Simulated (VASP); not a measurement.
# Te (P3_121) in VASP: further runs

Te is run at these levels: r2SCAN; tasks: single point.

Program: VASP 6.6.1. These are calculated values, not measurements. Logs are shortened: lines on timing, memory, paths and dates and some standing lists are left out, and cuts for length are marked.

## Step 1: The cell of the first run

It takes space group P3_121 (No. 152, trigonal). The conventional cell has a = 4.632 Å, b = 4.632 Å, c = 5.887 Å, α = 90.00°, β = 90.00°, γ = 120.00°. Within 3.7 Å of Te (site symmetry 2) lie 6 Te at 2.83 to 3.62 Å.

## Step 2: Single point, r2SCAN

File POSCAR:

```
Te
1.0
    4.6324895870      0.0000000000      0.0000000000
   -2.3162447935      4.0118536651      0.0000000000
    0.0000000000      0.0000000000      5.8869033494
Te
3
Direct
    0.2535874851      0.0000000000      0.3333333333
    1.0000000000      0.2535874851      0.6666666667
    0.7464125149      0.7464125149      0.0000000000
```

File INCAR.step1:

```
PREC = Accurate
ENCUT = 520
ISMEAR = -1
SIGMA = 0.05
LREAL = False
LASPH = True
NELM = 80
NBANDS = 16
GGA = PE
ALGO = Normal
EDIFF = 1E-4
LWAVE = True
LCHARG = False
```

File INCAR.step2:

```
PREC = Accurate
ENCUT = 520
EDIFF = 1E-7
ISMEAR = -1
SIGMA = 0.05
LREAL = False
LASPH = True
NELM = 80
ALGO = Normal
ISIF = 2
LWAVE = False
LCHARG = False
METAGGA = R2SCAN
LMIXTAU = True
NBANDS = 16
ISTART = 1
```

File KPOINTS:

```
Automatic mesh
0
Gamma
  1 1 1
```

Potentials or basis: VASP PAW PBE potentials, release 64 (Te).

Command:

```sh
cat potpaw_PBE.64/Te/POTCAR > POTCAR
cp INCAR.step1 INCAR
mpirun -np 1 vasp_gam > vasp.out
cp INCAR.step2 INCAR
mpirun -np 1 vasp_gam > vasp.out
```

OUTCAR:

```text
PREC = Accurate
   ENCUT = 520
   EDIFF = 1E-7
   ISMEAR = -1
   LREAL = False
   LASPH = True
   NELM = 80
   ISIF = 2
   METAGGA = R2SCAN
   ISTART = 1

 ion  position               nearest neighbor table
   1  0.254  0.000  0.333-   3 2.83   2 2.83   3 3.62   3 3.62   2 3.62   2 3.62
   2  0.000  0.254  0.667-   3 2.83   1 2.83   3 3.62   3 3.62   1 3.62   1 3.62
   3  0.746  0.746  0.000-   2 2.83   1 2.83   1 3.62   2 3.62   2 3.62   1 3.62

  LATTYP: Found a hexagonal cell.
 ALAT       =     4.6324895870
 C/A-ratio  =     1.2707860944

  Lattice vectors:

 A1 = (   4.6324895870,   0.0000000000,   0.0000000000)
 A2 = (  -2.3162447935,   4.0118536651,   0.0000000000)
 A3 = (   0.0000000000,   0.0000000000,   5.8869033494)

Analysis of symmetry for initial positions (statically):
=====================================================================
 Subroutine PRICEL returns:
 Original cell was already a primitive cell.

 Routine SETGRP: Setting up the symmetry group for a
 hexagonal supercell.

 Subroutine GETGRP returns: Found  6 space group operations
 (whereof  2 operations were pure point group operations)
 out of a pool of 24 trial point group operations.

The static configuration has the point symmetry C_2 .
 The point group associated with its full space group is D_3 .

Analysis of symmetry for dynamics (positions and initial velocities):
=====================================================================
 Subroutine PRICEL returns:
 Original cell was already a primitive cell.

 Routine SETGRP: Setting up the symmetry group for a
 hexagonal supercell.

 Subroutine GETGRP returns: Found  6 space group operations
 (whereof  2 operations were pure point group operations)
 out of a pool of 24 trial point group operations.

The dynamic configuration has the point symmetry C_2 .
 The point group associated with its full space group is D_3 .

 Subroutine INISYM returns: Found  6 space group operations
 (whereof  2 operations are pure point group operations),
 and found     1 'primitive' translations

----------------------------------------------------------------------------------------

                                     Primitive cell

  volume of cell :     109.4073

  direct lattice vectors                    reciprocal lattice vectors
     4.632489587  0.000000000  0.000000000     0.215866648  0.124630667  0.000000000
    -2.316244794  4.011853665  0.000000000     0.000000000  0.249261335  0.000000000
     0.000000000  0.000000000  5.886903349     0.000000000  0.000000000  0.169868595

  length of vectors
     4.632489587  4.632489587  5.886903349     0.249261335  0.249261335  0.169868595

  position of ions in fractional coordinates (direct lattice)
     0.253587485  0.000000000  0.333333333
     1.000000000  0.253587485  0.666666667
     0.746412515  0.746412515  0.000000000

  ion indices of the primitive-cell ions
   primitive index   ion index
                 1           1
                 2           2
                 3           3

----------------------------------------------------------------------------------------

 KPOINTS: Automatic mesh

Automatic generation of k-mesh.
 Grid dimensions read from file:
 generate k-points for:    1    1    1

 Generating k-lattice:

  Cartesian coordinates                     Fractional coordinates (reciprocal lattice)
     0.215866648  0.124630667  0.000000000     1.000000000 -0.000000000  0.000000000
     0.000000000  0.249261335  0.000000000     0.000000000  1.000000000  0.000000000
     0.000000000  0.000000000  0.169868595     0.000000000  0.000000000  1.000000000

  Length of vectors
     0.249261335  0.249261335  0.169868595

  Shift w.r.t. Gamma in fractional coordinates (k-lattice)
     0.000000000  0.000000000  0.000000000

 Subroutine IBZKPT returns following result:
 ===========================================

 Found      1 irreducible k-points:

 Following reciprocal coordinates:
            Coordinates               Weight
  0.000000  0.000000  0.000000      1.000000
   k-points           NKPTS =      1   k-points in BZ     NKDIM =      1   number of bands    NBANDS=     16
   number of dos      NEDOS =    301   number of ions     NIONS =      3
   total plane-waves  NPLWV =  62208
   dimension x,y,z NGX =    36 NGY =   36 NGZ =   48
   dimension x,y,z NGXF=    72 NGYF=   72 NGZF=   96
   ions per type =               3
   NGX,Y,Z   is equivalent  to a cutoff of  12.92, 12.92, 13.56 a.u.
   NGXF,Y,Z  is equivalent  to a cutoff of  25.84, 25.84, 27.11 a.u.
 SYSTEM =  unknown system
   PREC   = accura    normal or accurate (medium, high low for compatibility)
   ISTART =      1    job   : 0-new  1-cont  2-samecut
   ICHARG =      0    charge: 1-file 2-atom 10-const
   ISPIN  =      1    spin polarized calculation?
   LNONCOLLINEAR =      F non collinear calculations
   LSORBIT =      F    spin-orbit coupling
   LASPH  =      T    aspherical Exc in radial PAW
   ENCUT  =  520.0 eV  38.22 Ry    6.18 a.u.   8.61  8.61 10.95*2*pi/ulx,y,z
   NELM   =     80;   NELMIN=  2; NELMDL=  0     # of ELM steps
   EDIFF  = 0.1E-06   stopping-criterion for ELM
   LREAL  =      F    real-space projection
   EDIFFG = 0.1E-05   stopping-criterion for IOM
   NSW    =      0    number of steps for IOM
   IBRION =     -1    ionic relax: 0-MD 1-quasi-New 2-CG
   NFREE  =      0    steps in history (QN), initial steepest desc. (CG)
   ISIF   =      2    stress and relaxation
   ISYM   =      2    0-nonsym 1-usesym 2-fastsym
   POTIM  = 0.5000    time-step for ionic-motion
   TEBEG  =    0.0;   TEEND  =   0.0 temperature during run
   PSTRESS=    0.0 pullay stress
   NELECT =      18.0000    total number of electrons
   NUPDOWN=      -1.0000    fix difference up-down
   EMIN   =  10.00;   EMAX   =-10.00  energy-range for DOS
   EFERMI =   0.00;   METHOD = LEGACY
   ISMEAR =    -1;   SIGMA  =   0.05  broadening in eV -4-tet -1-fermi 0-gaus
   EFERMI_NEDOS =   21; number of points for ismear=-14 and -15
   IALGO  =     38    algorithm
   IMIX   =      4    mixing-type and parameters
     AMIX     =   0.40;   BMIX     =  1.00
     AMIX_MAG =   1.60;   BMIX_MAG =  1.00
  volume/ion in A,a.u.               =      36.47       246.11
  Fermi-wavevector in a.u.,A,eV,Ry     =   0.897050  1.695179 10.948601  0.804699
  Thomas-Fermi vector in A             =   2.019586
   LORBIT       =      0    0 simple, 1 ext, 2 COOP (PROOUT), +10 PAW based schemes
   METAGGA = R2SCAN    functional components
   LHFCALC =     F    Hartree Fock is set to
   AEXX    =    0.0000 exact exchange contribution
   IVDW    =     0    specifies the selected vdW correction
   LEPSILON=     F    determine dielectric tensor
   LRPA    =     F    only Hartree local field effects (RPA)
 non-spin polarized calculation
  energy-cutoff  :      520.00
  volume of cell :      109.41
 maximum number of plane-waves:      1466
 NGX is ok and might be reduce to    36
   NGX = 17   NGY = 17   NGZ = 21

 number of electron      17.9999999 magnetization

 Free energy of the ion-electron system (eV)
  ---------------------------------------------------
  ext. energy  EPLUGINS =         0.00000000
  ---------------------------------------------------
  free energy    TOTEN  =       -70.16706202 eV

  energy without entropy =      -70.16706198  energy(sigma->0) =      -70.16706200

 E-fermi :   5.4216     XC(G=0):  -8.9431

 val. band max:        4.5042978318   @ k =   0.0000   0.0000   0.0000
 cond. band min:       6.3735268196   @ k =   0.0000   0.0000   0.0000
 fundamental gap:      1.8692289878
 Fermi energy:         5.4215636670

 k-point     1 :       0.0000    0.0000    0.0000
  band No.  band energies     occupation
      1      -8.6893      2.00000
      2      -5.2431      2.00000
      3      -5.2431      2.00000
      4       1.8987      2.00000
      5       2.1331      2.00000
      6       2.1331      2.00000
[... 8 lines left out ...]
     15      11.2351      0.00000
     16      12.0423      0.00000

------------------------ aborting loop because EDIFF is reached ----------------------------------------

  FORCE on cell =-STRESS in cart. coord.  units (eV):
  Direction    XX          YY          ZZ          XY          YZ          ZX
  --------------------------------------------------------------------------------------
  -------------------------------------------------------------------------------------
  Total       20.2831955     20.2831955    -12.1448905     -0.0000000      0.0000000      0.0000000
  in kB      297.0301383    297.0301383   -177.8515868     -0.0000000      0.0000000      0.0000000
  external PRESSURE =     138.7362299 kB  Pullay stress =       0.0000000 kB

 VOLUME and BASIS-vectors are now :
 -----------------------------------------------------------------------------
  energy-cutoff  :      520.00
  volume of cell :      109.41
      direct lattice vectors                 reciprocal lattice vectors
     4.632489587  0.000000000  0.000000000     0.215866648  0.124630667  0.000000000
    -2.316244794  4.011853665  0.000000000     0.000000000  0.249261335  0.000000000
     0.000000000  0.000000000  5.886903349     0.000000000  0.000000000  0.169868595

 POSITION                                       TOTAL-FORCE (eV/Angst)
 -----------------------------------------------------------------------------------
      1.17474      0.00000      1.96230        -0.332923      0.000000     -0.000000
     -0.58737      1.01736      3.92460         0.166461     -0.288320      0.000000
      1.72887      2.99450      0.00000         0.166461      0.288320     -0.000000
 -----------------------------------------------------------------------------------
    total drift:                                0.000000      0.000000     -0.000000

  FREE ENERGIE OF THE ION-ELECTRON SYSTEM (eV)
  ---------------------------------------------------
  free  energy   TOTEN  =       -70.1670620203 eV

  energy  without entropy=      -70.1670619778  energy(sigma->0) =      -70.16706200
```

Run time: 31 s. Hardware: 1 thread of Intel Xeon Platinum 8259CL at 2.50GHz (Skylake/Cascade Lake), shared host; peak memory 0.24 GiB.

Results:

| Property | Result |
| --- | --- |
| Free energy | -70.1671 eV |
| Pressure | 13.9 GPa |
| Largest force | 0.333 eV/Å |
| Band gap on the k mesh | 1.87 eV |

Forces on the atoms (eV/Å):
```
Te  -0.333  0.000  0.000
Te   0.166 -0.288  0.000
Te   0.166  0.288  0.000
```

Caveat: the k points lie up to 1.57 Å⁻¹ apart; the PAW data sets were made with another functional, which shifts forces and pressure a little; spin-orbit coupling is left out, which moves the levels of the heavy elements.

## Step 3: Single point, r2SCAN

POSCAR is that of step 2.

File INCAR.step1:

```
SYSTEM = Te
ALGO = Normal
EDIFF = 1E-4
ENCUT = 520
GGA = PE
ISMEAR = -1
LASPH = .TRUE.
LCHARG = .FALSE.
LREAL = .FALSE.
LWAVE = .TRUE.
NBANDS = 16
NELM = 100
PREC = Accurate
SIGMA = 0.05
```

File INCAR.step2:

```
SYSTEM = Te
ALGO = Normal
EDIFF = 1E-7
ENCUT = 520
ISIF = 2
ISMEAR = -1
ISTART = 1
LASPH = .TRUE.
LCHARG = .FALSE.
LMIXTAU = .TRUE.
LREAL = .FALSE.
LWAVE = .FALSE.
METAGGA = R2SCAN
NBANDS = 16
NELM = 100
PREC = Accurate
SIGMA = 0.05
```

File KPOINTS:

```
k-points
0
G
  2 2 2
  0 0 0
```

Potentials or basis: VASP PAW PBE potentials, release 64 (Te).

Command:

```sh
cat potpaw_PBE.64/Te/POTCAR > POTCAR
cp INCAR.step1 INCAR
mpirun -np 1 vasp_std > vasp.out
cp INCAR.step2 INCAR
mpirun -np 1 vasp_std > vasp.out
```

Wall time 51 s (1 thread of Intel Xeon Platinum 8259CL at 2.50GHz (Skylake/Cascade Lake), shared host); peak memory 0.25 GiB.

Results (log left out):

```yaml
Free_energy: -75.8858 eV
Pressure: 0.8 GPa
Largest_force: 0.463 eV/Å
Band_gap_on_the_k_mesh: 0.88 eV, indirect (least direct gap 1.29 eV)
```

Forces in eV/Å, atoms in the order of the input:
```
Te  -0.463  0.000  0.000
Te   0.231 -0.401  0.000
Te   0.231  0.401  0.000
```

Stress tensor (GPa, compression positive):
```
 2.18  0.00  0.00
 0.00  2.18  0.00
 0.00  0.00 -2.00
```

Levels at points of the mesh, in eV from the valence-band top:
```csv
k point,band 7,band 8,band 9,band 10,band 11,band 12
"(0.00, 0.00, 0.00)",-1.58,-1.58,-0.55,1.35,1.35,1.84
"(0.50, 0.00, 0.00)",-3.01,-1.16,-0.82,1.39,1.55,3.84
"(0.00, 0.00, 0.50)",-1.25,-1.12,-1.12,0.88,0.97,0.97
"(0.50, 0.00, 0.50)",-2.07,-1.70,0.00,1.29,2.26,2.72
```

Caveat: the k points lie up to 0.78 Å⁻¹ apart; the PAW data sets were made with another functional, which shifts forces and pressure a little; spin-orbit coupling is left out, which moves the levels of the heavy elements.

## Step 4: Single point, r2SCAN

POSCAR is that of step 3.

File INCAR.step1:

```
SYSTEM = Te
PREC = Accurate ; ENCUT = 520
ISMEAR = -1 ; SIGMA = 0.05
LREAL = .FALSE. ; LASPH = .TRUE.
NELM = 60 ; NBANDS = 16
GGA = PE ; ALGO = Normal
EDIFF = 1E-4 ; LWAVE = .TRUE.
LCHARG = .FALSE.
```

File INCAR.step2:

```
SYSTEM = Te
PREC = Accurate ; ENCUT = 520
EDIFF = 1E-6 ; ISMEAR = -1
SIGMA = 0.05 ; LREAL = .FALSE.
LASPH = .TRUE. ; NELM = 60
ALGO = Normal ; ISIF = 2
LWAVE = .FALSE. ; LCHARG = .TRUE.
METAGGA = R2SCAN ; LMIXTAU = .TRUE.
LELF = .TRUE. ; LVHAR = .TRUE.
NBANDS = 16 ; ISTART = 1
```

File KPOINTS:

```
regular mesh
0
G
  3 3 2
  0 0 0
```

Command:

```sh
cat potpaw_PBE.64/Te/POTCAR > POTCAR
cp INCAR.step1 INCAR
mpirun -np 1 vasp_std > vasp.out
cp INCAR.step2 INCAR
mpirun -np 1 vasp_std > vasp.out
```

Wall time 56 s (1 thread of Intel Xeon Platinum 8259CL at 2.50GHz (Skylake/Cascade Lake), shared host); peak memory 0.25 GiB.

It converged, with:

| Item | Value |
| --- | --- |
| Free energy | -76.1465 eV |
| Pressure | 0.3 GPa |
| Largest force | 0.075 eV/Å |
| Band gap on the k mesh | 0.59 eV, direct |

Forces on the atoms (eV/Å):
```
Te  -0.075  0.000  0.000
Te   0.037 -0.065  0.000
Te   0.037  0.065  0.000
```

Stress tensor (GPa, compression positive):
```
 0.42  0.00  0.00
 0.00  0.42  0.00
 0.00  0.00 -0.03
```

Levels at points of the mesh, in eV from the valence-band top:
```tsv
k point	band 6	band 7	band 8	band 9	band 10	band 11	band 12	band 13
(0.00, 0.00, 0.00)	-2.95	-1.63	-1.63	-0.60	1.30	1.30	1.80	5.49
(0.00, 0.00, 0.50)	-2.74	-1.30	-1.17	-1.17	0.83	0.93	0.93	4.81
```

Caveat: the k points lie up to 0.53 Å⁻¹ apart; the PAW data sets were made with another functional, which shifts forces and pressure a little; spin-orbit coupling is left out, which moves the levels of the heavy elements.

## Step 5: The runs side by side

| k mesh | gap on the mesh (eV) | pressure (GPa) | largest force (eV/Å) |
| --- | --- | --- | --- |
| 1 × 1 × 1 | 1.87 | 13.9 | 0.33 |
| 2 × 2 × 2 | 0.88 | 0.8 | 0.46 |
| 3 × 3 × 2 | 0.59 | 0.3 | 0.07 |

Alike in all rows: task single point; level r2SCAN; potentials or basis VASP PAW PBE potentials, release 64 (Te); no spin polarisation; cell as given; cutoff (eV) 520; smearing fermi-dirac 0.05 eV.

Caveats: all runs use coarse meshes; the PAW data sets were made with another functional, which shifts forces and pressure a little; spin-orbit coupling is left out, which moves the levels of the heavy elements.

Total energies depend on the potentials used, so only differences within one code and one set of settings carry meaning.
